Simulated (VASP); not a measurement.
# Ge15Mo (F-43m) in VASP: single point with PBEsol

Aim: the single point of Ge15Mo with PBEsol.

Everything below comes from runs of VASP 6.6.1. Logs are shortened: lines on timing, memory, paths and dates and some standing lists are left out, and cuts for length are marked.

## Step 1: The cell of the first run

The structure is cubic, space group F-43m (No. 216). The conventional cell has a = 11.315 Å, b = 11.315 Å, c = 11.315 Å, α = 90.00°, β = 90.00°, γ = 90.00°. Mo (site symmetry -43m) has 4 Ge at 2.48 Å within 3.3 Å. Within 3.2 Å of Ge (site symmetry 2mm) lie 4 Ge at 2.44 to 2.45 Å. Ge (site symmetry -43m) has 4 Ge at 2.45 Å within 3.2 Å. Within 3.2 Å of Ge (site symmetry 3m) lie 3 Ge at 2.44 Å and 1 Mo at 2.48 Å. Within 3.2 Å of Ge (site symmetry 3m) lie 4 Ge at 2.45 Å.

## Step 2: Single point, PBEsol, collinear spin

INCAR

```
SYSTEM = Ge15Mo
PREC = Accurate
ENCUT = 520
EDIFF = 1E-6
ISMEAR = 0
SIGMA = 0.05
LREAL = Auto
LASPH = .True.
NELM = 150
ALGO = Normal
ISIF = 2
LWAVE = .False.
LCHARG = .True.
ISPIN = 2
MAGMOM = 1.01 0.01 0.01 0.01 0.01 0.01 0.01 0 -0.01 -0.01 -0.01 0 -0.01 0 0 0
LORBIT = 11
LMAXMIX = 4
GGA = PS
LELF = .True.
LVHAR = .True.
NBANDS = 130
```

KPOINTS

```
Automatic mesh
0
Gamma
  3 3 3
  0 0 0
```

POSCAR

```
Ge15Mo
1.0
    0.0000000000      5.6575400000      5.6575400000
    5.6575400000      0.0000000000      5.6575400000
    5.6575400000      5.6575400000      0.0000000000
Mo Ge
1 15
Direct
    1.0000000000      0.0000000000      0.0000000000
    0.9995146617      0.9995146617      0.5004853383
    0.9995146617      0.5004853383      0.9995146617
    0.9995146617      0.5004853383      0.5004853383
    0.5004853383      0.9995146617      0.9995146617
    0.5004853383      0.9995146617      0.5004853383
    0.5004853383      0.5004853383      0.9995146617
    0.5000000000      0.5000000000      0.5000000000
    0.1263979545      0.1263979545      0.1263979545
    0.1263979545      0.1263979545      0.6208061366
    0.1263979545      0.6208061366      0.1263979545
    0.1253009340      0.6248996887      0.6248996887
    0.6208061366      0.1263979545      0.1263979545
    0.6248996887      0.1253009340      0.6248996887
    0.6248996887      0.6248996887      0.1253009340
    0.6248996887      0.6248996887      0.6248996887
```

Potentials or basis: VASP PAW PBE potentials, release 64 (Mo_sv, Ge_d).

The run is started by

```bash
cat potpaw_PBE.64/Mo_sv/POTCAR potpaw_PBE.64/Ge_d/POTCAR > POTCAR
mpirun -np 1 vasp_std > vasp.out
```

OUTCAR:

```text
SYSTEM = Ge15Mo
   PREC = Accurate
   ENCUT = 520
   EDIFF = 1E-6
   ISMEAR = 0
   LREAL = Auto
   LASPH = .True.
   NELM = 150
   ISIF = 2
   ISPIN = 2
   LORBIT = 11
   GGA = PS

 ion  position               nearest neighbor table
   1  0.000  0.000  0.000-  10 2.48  11 2.48  13 2.48   9 2.48
   2  1.000  1.000  0.500-   9 2.44  10 2.44  12 2.45  14 2.45
   3  1.000  0.500  1.000-   9 2.44  11 2.44  12 2.45  15 2.45
   4  1.000  0.500  0.500-  10 2.44  11 2.44  16 2.45  12 2.45
   5  0.500  1.000  1.000-   9 2.44  13 2.44  14 2.45  15 2.45
   6  0.500  1.000  0.500-  10 2.44  13 2.44  16 2.45  14 2.45
[... 8 lines left out ...]
  15  0.625  0.625  0.125-   3 2.45   5 2.45   7 2.45   8 2.45
  16  0.625  0.625  0.625-   4 2.45   6 2.45   7 2.45   8 2.45

  LATTYP: Found a face centered cubic cell.
 ALAT       =    11.3150800000

  Lattice vectors:

 A1 = (   0.0000000000,   5.6575400000,   5.6575400000)
 A2 = (   5.6575400000,   0.0000000000,   5.6575400000)
 A3 = (   5.6575400000,   5.6575400000,   0.0000000000)

Analysis of symmetry for initial positions (statically):
=====================================================================
 Subroutine PRICEL returns:
 Original cell was already a primitive cell.

 Routine SETGRP: Setting up the symmetry group for a
 face centered cubic supercell.

 Subroutine GETGRP returns: Found 24 space group operations
 (whereof 24 operations were pure point group operations)
 out of a pool of 48 trial point group operations.

The static configuration has the point symmetry T_d .

Analysis of symmetry for dynamics (positions and initial velocities):
=====================================================================
 Subroutine PRICEL returns:
 Original cell was already a primitive cell.

 Routine SETGRP: Setting up the symmetry group for a
 face centered cubic supercell.

 Subroutine GETGRP returns: Found 24 space group operations
 (whereof 24 operations were pure point group operations)
 out of a pool of 48 trial point group operations.

The dynamic configuration has the point symmetry T_d .

Analysis of structural, dynamic, and magnetic symmetry:
=====================================================================
 Subroutine PRICEL returns:
 Original cell was already a primitive cell.

 Routine SETGRP: Setting up the symmetry group for a
 face centered cubic supercell.

 Subroutine GETGRP returns: Found 24 space group operations
 (whereof 24 operations were pure point group operations)
 out of a pool of 48 trial point group operations.

The overall configuration has the point symmetry T_d .

 Subroutine INISYM returns: Found 24 space group operations
 (whereof 24 operations are pure point group operations),
 and found     1 'primitive' translations

----------------------------------------------------------------------------------------

                                     Primitive cell

  volume of cell :     362.1704

  direct lattice vectors                    reciprocal lattice vectors
     0.000000000  5.657540000  5.657540000    -0.088377634  0.088377634  0.088377634
     5.657540000  0.000000000  5.657540000     0.088377634 -0.088377634  0.088377634
     5.657540000  5.657540000  0.000000000     0.088377634  0.088377634 -0.088377634

  length of vectors
     8.000969798  8.000969798  8.000969798     0.153074553  0.153074553  0.153074553

  position of ions in fractional coordinates (direct lattice)
     0.000000000  0.000000000  0.000000000
     0.999514662  0.999514662  0.500485338
     0.999514662  0.500485338  0.999514662
     0.999514662  0.500485338  0.500485338
     0.500485338  0.999514662  0.999514662
     0.500485338  0.999514662  0.500485338
[... 8 lines left out ...]
     0.624899689  0.624899689  0.125300934
     0.624899689  0.624899689  0.624899689

  ion indices of the primitive-cell ions
   primitive index   ion index
                 1           1
                 2           2
                 3           3
                 4           4
                 5           5
                 6           6
[... 8 lines left out ...]
                15          15
                16          16

----------------------------------------------------------------------------------------

 KPOINTS: Automatic mesh

Automatic generation of k-mesh.
 Grid dimensions read from file:
 generate k-points for:    3    3    3

 Generating k-lattice:

  Cartesian coordinates                     Fractional coordinates (reciprocal lattice)
    -0.029459211  0.029459211  0.029459211     0.333333333  0.000000000  0.000000000
     0.029459211 -0.029459211  0.029459211     0.000000000  0.333333333  0.000000000
     0.029459211  0.029459211 -0.029459211     0.000000000  0.000000000  0.333333333

  Length of vectors
     0.051024851  0.051024851  0.051024851

  Shift w.r.t. Gamma in fractional coordinates (k-lattice)
     0.000000000  0.000000000  0.000000000

 Subroutine IBZKPT returns following result:
 ===========================================

 Found      4 irreducible k-points:

 Following reciprocal coordinates:
            Coordinates               Weight
  0.000000  0.000000  0.000000      1.000000
  0.333333  0.000000  0.000000      8.000000
  0.333333  0.333333  0.000000      6.000000
 -0.333333  0.333333  0.000000     12.000000
   k-points           NKPTS =      4   k-points in BZ     NKDIM =      4   number of bands    NBANDS=    130
   number of dos      NEDOS =    301   number of ions     NIONS =     16
   total plane-waves  NPLWV = 216000
   dimension x,y,z NGX =    60 NGY =   60 NGZ =   60
   dimension x,y,z NGXF=   120 NGYF=  120 NGZF=  120
   ions per type =               1  15
   NGX,Y,Z   is equivalent  to a cutoff of  12.47, 12.47, 12.47 a.u.
   NGXF,Y,Z  is equivalent  to a cutoff of  24.93, 24.93, 24.93 a.u.
 SYSTEM =  Ge15Mo
   PREC   = accura    normal or accurate (medium, high low for compatibility)
   ISTART =      0    job   : 0-new  1-cont  2-samecut
   ICHARG =      2    charge: 1-file 2-atom 10-const
   ISPIN  =      2    spin polarized calculation?
   LNONCOLLINEAR =      F non collinear calculations
   LSORBIT =      F    spin-orbit coupling
   LASPH  =      T    aspherical Exc in radial PAW
   ENCUT  =  520.0 eV  38.22 Ry    6.18 a.u.  14.88 14.88 14.88*2*pi/ulx,y,z
   NELM   =    150;   NELMIN=  2; NELMDL= -5     # of ELM steps
   EDIFF  = 0.1E-05   stopping-criterion for ELM
   LREAL  =      T    real-space projection
   EDIFFG = 0.1E-04   stopping-criterion for IOM
   NSW    =      0    number of steps for IOM
   IBRION =     -1    ionic relax: 0-MD 1-quasi-New 2-CG
   NFREE  =      0    steps in history (QN), initial steepest desc. (CG)
   ISIF   =      2    stress and relaxation
   ISYM   =      2    0-nonsym 1-usesym 2-fastsym
   POTIM  = 0.5000    time-step for ionic-motion
   TEBEG  =    0.0;   TEEND  =   0.0 temperature during run
   PSTRESS=    0.0 pullay stress
   NELECT =     224.0000    total number of electrons
   NUPDOWN=      -1.0000    fix difference up-down
   EMIN   =  10.00;   EMAX   =-10.00  energy-range for DOS
   EFERMI =   0.00;   METHOD = LEGACY
   ISMEAR =     0;   SIGMA  =   0.05  broadening in eV -4-tet -1-fermi 0-gaus
   EFERMI_NEDOS =   21; number of points for ismear=-14 and -15
   IALGO  =     38    algorithm
   IMIX   =      4    mixing-type and parameters
     AMIX     =   0.40;   BMIX     =  1.00
     AMIX_MAG =   1.60;   BMIX_MAG =  1.00
  volume/ion in A,a.u.               =      22.64       152.75
  Fermi-wavevector in a.u.,A,eV,Ry     =   1.394825  2.635838 26.470653  1.945538
  Thomas-Fermi vector in A             =   2.518337
   LORBIT       =     11    0 simple, 1 ext, 2 COOP (PROOUT), +10 PAW based schemes
   GGA     = PS    functional components
   LHFCALC =     F    Hartree Fock is set to
   AEXX    =    0.0000 exact exchange contribution
   IVDW    =     0    specifies the selected vdW correction
   LEPSILON=     F    determine dielectric tensor
   LRPA    =     F    only Hartree local field effects (RPA)
 spin polarized calculation
 Gauss-broadening in eV      SIGMA  =   0.05
  energy-cutoff  :      520.00
  volume of cell :      362.17
 maximum number of plane-waves:      9765
   NGX = 29   NGY = 29   NGZ = 29

 number of electron     224.0000123 magnetization       1.5657066

 Free energy of the ion-electron system (eV)
  ---------------------------------------------------
  ext. energy  EPLUGINS =         0.00000000
  ---------------------------------------------------
  free energy    TOTEN  =       -82.35985704 eV

  energy without entropy =      -82.35652348  energy(sigma->0) =      -82.35819026

 E-fermi :   4.6161     XC(G=0): -10.1986

 val. band max:        4.6028909805   @ k =   0.3333   0.3333   0.0000
 cond. band min:       4.6876427075   @ k =   0.3333   0.3333   0.0000
 fundamental gap:      0.0847517270
 Fermi energy:         4.6160749593

 spin component 1

 k-point     1 :       0.0000    0.0000    0.0000
  band No.  band energies     occupation
      1     -56.0756      1.00000
      2     -30.2921      1.00000
      3     -30.2921      1.00000
      4     -30.2921      1.00000
      5     -19.8305      1.00000
      6     -19.8305      1.00000
[... 116 lines left out ...]
    123       6.5107      0.00000
    124       7.7417      0.00000

 k-point     2 :       0.3333    0.0000    0.0000
  band No.  band energies     occupation
      1     -56.0756      1.00000
      2     -30.2921      1.00000
      3     -30.2921      1.00000
      4     -30.2921      1.00000
      5     -19.8383      1.00000
      6     -19.8383      1.00000
[... 370 lines left out ...]
    123       8.0997      0.00000
    124       8.1641      0.00000
 Fermi energy:         4.6160749593

 spin component 2

 k-point     1 :       0.0000    0.0000    0.0000
  band No.  band energies     occupation
      1     -55.2942      1.00000
      2     -29.4320      1.00000
      3     -29.4320      1.00000
      4     -29.4320      1.00000
      5     -19.8291      1.00000
      6     -19.8291      1.00000
[... 116 lines left out ...]
    123       6.7603      0.00000
    124       7.8392      0.00000

 k-point     2 :       0.3333    0.0000    0.0000
  band No.  band energies     occupation
      1     -55.2942      1.00000
      2     -29.4320      1.00000
      3     -29.4320      1.00000
      4     -29.4320      1.00000
      5     -19.8371      1.00000
      6     -19.8371      1.00000
[... 370 lines left out ...]
    123       8.1122      0.00000
    124       8.1830      0.00000
 [bands above 124 left out]

------------------------ aborting loop because EDIFF is reached ----------------------------------------

  FORCE on cell =-STRESS in cart. coord.  units (eV):
  Direction    XX          YY          ZZ          XY          YZ          ZX
  --------------------------------------------------------------------------------------
  -------------------------------------------------------------------------------------
  Total        1.9702921      1.9702921      1.9702921      0.0000000      0.0000000     -0.0000000
  in kB        8.7162226      8.7162226      8.7162226      0.0000000      0.0000000     -0.0000000
  external PRESSURE =       8.7162226 kB  Pullay stress =       0.0000000 kB

 VOLUME and BASIS-vectors are now :
 -----------------------------------------------------------------------------
  energy-cutoff  :      520.00
  volume of cell :      362.17
      direct lattice vectors                 reciprocal lattice vectors
     0.000000000  5.657540000  5.657540000    -0.088377634  0.088377634  0.088377634
     5.657540000  0.000000000  5.657540000     0.088377634 -0.088377634  0.088377634
     5.657540000  5.657540000  0.000000000     0.088377634  0.088377634 -0.088377634

 POSITION                                       TOTAL-FORCE (eV/Angst)
 -----------------------------------------------------------------------------------
      0.00000      0.00000      0.00000         0.000000      0.000000      0.000000
      8.48631      8.48631     11.30959         0.000000      0.000000     -0.064142
      8.48631     11.30959      8.48631         0.000000     -0.064142      0.000000
      5.66303      8.48631      8.48631         0.064142      0.000000      0.000000
     11.30959      8.48631      8.48631        -0.064142      0.000000      0.000000
      8.48631      5.66303      8.48631         0.000000      0.064142      0.000000
[... 8 lines left out ...]
      4.24429      4.24429      7.07079         0.015731      0.015731     -0.015731
      7.07079      7.07079      7.07079        -0.015731     -0.015731     -0.015731
 -----------------------------------------------------------------------------------
    total drift:                                0.000001      0.000001      0.000001

  FREE ENERGIE OF THE ION-ELECTRON SYSTEM (eV)
  ---------------------------------------------------
  free  energy   TOTEN  =       -82.3598570357 eV

  energy  without entropy=      -82.3565234767  energy(sigma->0) =      -82.35819026

 total charge

# of ion       s       p       d       tot
------------------------------------------
    1        2.352   6.072   4.045  12.469
    2        1.130   1.249  10.026  12.406
    3        1.130   1.249  10.026  12.406
    4        1.130   1.249  10.026  12.406
    5        1.130   1.249  10.026  12.406
    6        1.130   1.249  10.026  12.406
[... 8 lines left out ...]
   15        1.121   1.266  10.025  12.412
   16        1.121   1.266  10.025  12.412
--------------------------------------------------
tot         19.289  25.080 154.440 198.809

 magnetization (x)

# of ion       s       p       d       tot
------------------------------------------
    1        0.017   0.004   1.244   1.265
    2        0.004   0.011  -0.000   0.015
    3        0.004   0.011  -0.000   0.015
    4        0.004   0.011  -0.000   0.015
    5        0.004   0.011  -0.000   0.015
    6        0.004   0.011  -0.000   0.015
[... 8 lines left out ...]
   15       -0.001   0.002  -0.000   0.001
   16       -0.001   0.002  -0.000   0.001
--------------------------------------------------
tot          0.016   0.006   1.286   1.308
```

It took 11 min on 1 thread of Intel Xeon Platinum 8488C (Sapphire Rapids), shared host; peak memory 0.79 GiB.

What came out:

- Free energy: -82.3599 eV
- Pressure: 0.9 GPa
- Largest force: 0.387 eV/Å
- Net moment: 1.57 μB per cell
- Site moments: Mo +1.26; Ge +0.01, -0.00, -0.01, +0.00 (each value once) μB
- Valence electrons inside the program's atomic spheres: Mo 12.47; Ge 12.41, 12.46 (each value once)

Forces in eV/Å, atoms in the order of the input:
```
Mo   0.000  0.000  0.000
Ge   0.000  0.000 -0.064
Ge   0.000 -0.064  0.000
Ge   0.064  0.000  0.000
Ge  -0.064  0.000  0.000
Ge   0.000  0.064  0.000
Ge   0.000  0.000  0.064
Ge   0.000  0.000  0.000
Ge  -0.224 -0.224 -0.224
Ge   0.224  0.224 -0.224
Ge   0.224 -0.224  0.224
Ge  -0.016  0.016  0.016
Ge  -0.224  0.224  0.224
Ge   0.016 -0.016  0.016
Ge   0.016  0.016 -0.016
Ge  -0.016 -0.016 -0.016
```

Caveat: the PAW data sets were made with another functional, which shifts forces and pressure a little.
